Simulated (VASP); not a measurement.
Write the native input for VASP 6.6.1 that does the following.

```yaml
Task: single point
Functional: PBEsol
Potentials_or_basis: VASP PAW PBE potentials, release 64 (Mg, B)
Cutoff: 520 eV
k_mesh: 10 × 10 × 8
Occupations: fermi-dirac, width 0.05 eV
Spin: no spin polarisation
Dipole_correction: no
Further_INCAR_settings: ALGO = Normal; EDIFF = 1e-07; NBANDS = 11
```

The structure of MgB2 lies in POSCAR:

```
MgB2
1.0
    3.0850000000      0.0000000000      0.0000000000
   -1.5425000000      2.6716883707      0.0000000000
    0.0000000000      0.0000000000      3.5230000000
Mg B
1 2
Direct
    0.0195880000     -0.0064130000     -0.0098050000
    0.6644080000      0.3216100000      0.4917100000
    0.3363740000      0.6663920000      0.5092550000
```

This cell differs from its parent crystal: atoms moved at random.

These files were run (other wordings do the same):

INCAR

```
SYSTEM = MgB2
ALGO = Normal
EDIFF = 1E-7
ENCUT = 520
GGA = PS
ISIF = 2
ISMEAR = -1
LASPH = .True.
LCHARG = .False.
LREAL = .False.
LWAVE = .False.
NBANDS = 11
NELM = 100
PREC = Accurate
SIGMA = 0.05
```

KPOINTS

```
k-points
0
Gamma
  10 10 8
  0 0 0
```

Potentials or basis: VASP PAW PBE potentials, release 64 (Mg, B).

Run with:

```console
$ cat potpaw_PBE.64/Mg/POTCAR potpaw_PBE.64/B/POTCAR > POTCAR
$ mpirun -np 1 vasp_std > vasp.out
```

It gave:

| Quantity | Value |
| --- | --- |
| Pressure | -2.7 GPa |
| Largest force | 0.736 eV/Å |
| Band gap on the k mesh | zero (band 4 reaches 6.35 eV, above the bottom of band 5 at 3.77 eV) |

Caveat: the cell differs from its parent crystal (atoms moved at random); the PAW data sets were made with another functional, which shifts forces and pressure a little.

Run time: 120 s on 1 thread of Intel Xeon 8259CL (shared host), peak memory 0.26 GiB.
